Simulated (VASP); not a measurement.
# CoO (R-3m) in VASP: single point with PBEsol

Aim: the single point of CoO with PBEsol.

All numbers are computed with VASP 6.6.1; they aren't measurements. Logs are shortened: lines on timing, memory, paths and dates and some standing lists are left out, and cuts for length are marked.

### Step 1. The cell of the first run

Symmetry: R-3m, No. 166, trigonal system. Conventional cell: a = 3.056 Å, b = 3.056 Å, c = 6.646 Å, α = 90.00°, β = 90.00°, γ = 120.00°. Co (site symmetry -3m) has 6 O at 2.08 Å and 6 Co at 2.83 Å within 2.9 Å. Within 2.9 Å of O (site symmetry -3m) lie 6 Co at 2.08 Å and 6 O at 2.83 Å.

### Step 2. Single point, PBEsol, collinear spin, ferromagnetic start

Input file INCAR:

```
SYSTEM = CoO
PREC = Accurate
ENCUT = 600
EDIFF = 1E-6
ISMEAR = 0
SIGMA = 0.1
LREAL = .FALSE.
LASPH = .TRUE.
NELM = 200
ALGO = Normal
ISIF = 2
LWAVE = .FALSE.
LCHARG = .FALSE.
ISPIN = 2
MAGMOM = 2.7 0.34
LORBIT = 11
LMAXMIX = 4
GGA = PS
NBANDS = 22
GGA_COMPAT = .FALSE.
```

Input file KPOINTS:

```
Automatic mesh
0
G
  18 18 18
  0 0 0
```

Input file POSCAR:

```
CoO
1.0
    1.5279557055      0.8821656379      2.2154008293
   -1.5279557055      0.8821656379      2.2154008293
    0.0000000000     -1.7643312757      2.2154008293
Co O
1 1
Direct
    0.0000000000      0.0000000000      0.0000000000
    0.5000000000      0.5000000000      0.5000000000
```

Potentials or basis: VASP PAW PBE potentials, release 64 (Co_sv, O).

On the command line:

```console
cat potpaw_PBE.64/Co_sv/POTCAR potpaw_PBE.64/O/POTCAR > POTCAR
mpirun -np 1 vasp_std > vasp.out
```

OUTCAR:

```text
SYSTEM = CoO
   PREC = Accurate
   ENCUT = 600
   EDIFF = 1E-6
   ISMEAR = 0
   LREAL = .FALSE.
   LASPH = .TRUE.
   NELM = 200
   ISIF = 2
   ISPIN = 2
   LORBIT = 11
   GGA = PS

 ion  position               nearest neighbor table
   1  0.000  0.000  0.000-   2 2.08   2 2.08   2 2.08   2 2.08   2 2.08   2 2.08
   2  0.500  0.500  0.500-   1 2.08   1 2.08   1 2.08   1 2.08   1 2.08   1 2.08

  LATTYP: Found a trigonal (rhomboedric) cell.
 ALAT       =     2.8321132896
 COS(alpha) =     0.4178561942

  Lattice vectors:

 A1 = (   1.5279557055,   0.8821656379,   2.2154008293)
 A2 = (  -1.5279557055,   0.8821656379,   2.2154008293)
 A3 = (   0.0000000000,  -1.7643312757,   2.2154008293)

Analysis of symmetry for initial positions (statically):
=====================================================================
 Subroutine PRICEL returns:
 Original cell was already a primitive cell.

 Routine SETGRP: Setting up the symmetry group for a
 trigonal (rhombohedral) supercell.

 Subroutine GETGRP returns: Found 12 space group operations
 (whereof 12 operations were pure point group operations)
 out of a pool of 12 trial point group operations.

The static configuration has the point symmetry D_3d.

Analysis of symmetry for dynamics (positions and initial velocities):
=====================================================================
 Subroutine PRICEL returns:
 Original cell was already a primitive cell.

 Routine SETGRP: Setting up the symmetry group for a
 trigonal (rhombohedral) supercell.

 Subroutine GETGRP returns: Found 12 space group operations
 (whereof 12 operations were pure point group operations)
 out of a pool of 12 trial point group operations.

The dynamic configuration has the point symmetry D_3d.

Analysis of structural, dynamic, and magnetic symmetry:
=====================================================================
 Subroutine PRICEL returns:
 Original cell was already a primitive cell.

 Routine SETGRP: Setting up the symmetry group for a
 trigonal (rhombohedral) supercell.

 Subroutine GETGRP returns: Found 12 space group operations
 (whereof 12 operations were pure point group operations)
 out of a pool of 12 trial point group operations.

The overall configuration has the point symmetry D_3d.

 Subroutine INISYM returns: Found 12 space group operations
 (whereof 12 operations are pure point group operations),
 and found     1 'primitive' translations

----------------------------------------------------------------------------------------

                                     Primitive cell
[... 114 lines left out ...]
  Thomas-Fermi vector in A             =   2.844255
   LORBIT       =     11    0 simple, 1 ext, 2 COOP (PROOUT), +10 PAW based schemes
   GGA     = PS    functional components
   LHFCALC =     F    Hartree Fock is set to
   AEXX    =    0.0000 exact exchange contribution
   IVDW    =     0    specifies the selected vdW correction
   LEPSILON=     F    determine dielectric tensor
   LRPA    =     F    only Hartree local field effects (RPA)
 spin polarized calculation
 Gauss-broadening in eV      SIGMA  =   0.10
  energy-cutoff  :      600.00
  volume of cell :       17.92
 maximum number of plane-waves:       610
   NGX = 11   NGY = 11   NGZ = 11

 number of electron      22.9999967 magnetization       2.7092591

 Free energy of the ion-electron system (eV)
  ---------------------------------------------------
  ext. energy  EPLUGINS =         0.00000000
  ---------------------------------------------------
  free energy    TOTEN  =       -14.08693892 eV

  energy without entropy =      -14.07125664  energy(sigma->0) =      -14.07909778

 E-fermi :   9.9230     XC(G=0): -13.4292

 val. band max:        9.9217789258   @ k =  -0.3889   0.3333   0.2778
 cond. band min:       9.9237964570   @ k =   0.5000   0.5000   0.4444
 fundamental gap:      0.0020175313
 Fermi energy:         9.9230380741

 spin component 1

 k-point     1 :       0.0000    0.0000    0.0000
  band No.  band energies     occupation
      1     -86.6141      1.00000
      2     -50.0344      1.00000
      3     -50.0344      1.00000
      4     -49.9103      1.00000
      5     -10.9835      1.00000
      6       6.1901      1.00000
[... 589 lines left out ...]
     21      37.2802      0.00000
     22      38.5125      0.00000

 [... further k-points ...]

 spin component 2

 k-point     1 :       0.0000    0.0000    0.0000
  band No.  band energies     occupation
      1     -83.7824      1.00000
      2     -47.2396      1.00000
      3     -47.2396      1.00000
      4     -47.2054      1.00000
      5     -10.5215      1.00000
      6       6.6900      1.00000
[... 589 lines left out ...]
     21      37.8172      0.00000
     22      39.0970      0.00000

 [... further k-points ...]

------------------------ aborting loop because EDIFF is reached ----------------------------------------

  FORCE on cell =-STRESS in cart. coord.  units (eV):
  Direction    XX          YY          ZZ          XY          YZ          ZX
  --------------------------------------------------------------------------------------
  -------------------------------------------------------------------------------------
  Total       -0.3182431     -0.3182431     -0.3023284      0.0000000     -0.0000000      0.0000000
  in kB      -28.4580509    -28.4580509    -27.0349228      0.0000000     -0.0000000      0.0000000
  external PRESSURE =     -27.9836749 kB  Pullay stress =       0.0000000 kB

 VOLUME and BASIS-vectors are now :
 -----------------------------------------------------------------------------
  energy-cutoff  :      600.00
  volume of cell :       17.92
      direct lattice vectors                 reciprocal lattice vectors
     1.527955705  0.882165638  2.215400829     0.327234617  0.188928994  0.150461862
    -1.527955705  0.882165638  2.215400829    -0.327234617  0.188928994  0.150461862
     0.000000000 -1.764331276  2.215400829     0.000000000 -0.377857988  0.150461862

 POSITION                                       TOTAL-FORCE (eV/Angst)
 -----------------------------------------------------------------------------------
      0.00000      0.00000      0.00000        -0.000000     -0.000000      0.000000
      0.00000      0.00000      3.32310         0.000000      0.000000     -0.000000
 -----------------------------------------------------------------------------------
    total drift:                               -0.000000     -0.000000     -0.000000

  FREE ENERGIE OF THE ION-ELECTRON SYSTEM (eV)
  ---------------------------------------------------
  free  energy   TOTEN  =       -14.0869389218 eV

  energy  without entropy=      -14.0712566356  energy(sigma->0) =      -14.07909778

 total charge

# of ion       s       p       d       tot
------------------------------------------
    1        2.153   6.073   6.693  14.919
    2        1.549   3.428   0.000   4.977
--------------------------------------------------
tot          3.702   9.501   6.693  19.896

 magnetization (x)

# of ion       s       p       d       tot
------------------------------------------
    1        0.013   0.011   2.328   2.351
    2        0.031   0.235   0.000   0.266
--------------------------------------------------
tot          0.044   0.246   2.328   2.617
```

OSZICAR:

```text
N       E                     dE             d eps       ncg     rms          rms(c)
DAV:   1     0.241153147868E+03    0.24115E+03   -0.13450E+04 67168   0.268E+03
DAV:   2    -0.670496509388E+01   -0.24786E+03   -0.23524E+03 76562   0.668E+02
DAV:   3    -0.166218277731E+02   -0.99169E+01   -0.98481E+01 71342   0.114E+02
DAV:   4    -0.167094484946E+02   -0.87621E-01   -0.87597E-01 59748   0.925E+00
DAV:   5    -0.167124091123E+02   -0.29606E-02   -0.29606E-02 72492   0.187E+00    0.167E+01
DAV:   6    -0.154075679615E+02    0.13048E+01   -0.19187E+01 81056   0.886E+01    0.259E+01
DAV:   7    -0.141229777677E+02    0.12846E+01   -0.63511E+00 69674   0.584E+01    0.798E+00
DAV:   8    -0.140944020893E+02    0.28576E-01   -0.27699E-01 75044   0.626E+00    0.541E+00
DAV:   9    -0.140864576742E+02    0.79444E-02   -0.65821E-02 90614   0.393E+00    0.209E+00
DAV:  10    -0.140877481341E+02   -0.12905E-02   -0.95783E-03 65180   0.168E+00    0.902E-01
DAV:  11    -0.140867985777E+02    0.94956E-03   -0.89018E-03 88710   0.162E+00    0.116E-01
DAV:  12    -0.140869444070E+02   -0.14583E-03   -0.75117E-04 58332   0.237E-01    0.512E-02
DAV:  13    -0.140869397580E+02    0.46490E-05   -0.27402E-05 73720   0.678E-02    0.293E-02
DAV:  14    -0.140869389218E+02    0.83628E-06   -0.95349E-06 65908   0.499E-02
   1 F= -.14086939E+02 E0= -.14079098E+02  d E =-.156823E-01  mag=     2.7096
```

stdout:

```text
POSCAR found type information on POSCAR CoO
 POSCAR found :  2 types and       2 ions
 scaLAPACK will be used
 -----------------------------------------------------------------------------
|                                                                             |
|                                                                             |
|     You enforced a specific xc type in the INCAR file but a different       |
|     I HOPE YOU KNOW WHAT YOU ARE DOING!                                     |
|                                                                             |
 -----------------------------------------------------------------------------

 LDA part: xc-table for (Slater+PW92), standard interpolation
 POSCAR, INCAR and KPOINTS ok, starting setup
 FFT: planning ... GRIDC
 FFT: planning ... GRID_SOFT
 FFT: planning ... GRID
 WAVECAR not read
 entering main loop
```

It took 3.1 min on 1 thread of Intel Xeon 6975P-C (Granite Rapids), shared host; peak memory 0.48 GiB.

What came out:

```yaml
Free_energy: -14.0869 eV
Pressure: -2.8 GPa
Net_moment: 2.71 μB per cell
Site_moments: Co +2.35; O +0.27 μB
Valence_electrons_inside_the_program's_atomic_spheres: Co 14.92; O 4.98
```

Caveat: the PAW data sets were made with another functional, which shifts forces and pressure a little; a cell with one magnetic atom can't hold antiferromagnetic order, which such compounds often take; semilocal functionals often make such compounds metallic where correlation or magnetic order opens a gap, which also shifts bond lengths.
